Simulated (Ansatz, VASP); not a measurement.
One calculation of YSb, two programs

```
Y Sb
1.0
     0.00000    2.50206    2.50206
     2.50206    0.00000    2.50206
     2.50206    2.50206    0.00000
Y Sb
1 1
Cartesian
  0.0000 0.0000 0.0000
  1.2510 1.2510 1.2510
```

Change from the starting cell: volume scaled by 0.4, LAPW.

Alike in both runs: task single point; functional LDA; k mesh 12 × 12 × 12; occupations fermi-dirac, width 0.1 eV; no spin polarisation.

|  | VASP | Ansatz |
| --- | --- | --- |
| version | VASP 6.6.1 | Ansatz 0.2.0 |
| potentials or method | VASP PAW LDA potentials, release 64 (Y_sv, Sb), cutoff 520 eV | all-electron LAPW, scalar-relativistic |

VASP gave:

- pressure (GPa): 208.6

Estimate Ansatz's values.

pressure (GPa): 206.6.

LDA's correlation is that of Perdew and Zunger in VASP and of Perdew and Wang (1992) in Ansatz. Both programs put the cell under a high pressure, so it lies far from rest at this level. Ansatz ran all-electron here, and VASP with PAW potentials.

Neither program's run includes spin-orbit coupling. Noted on VASP's run: the cell as given lies far from equilibrium.
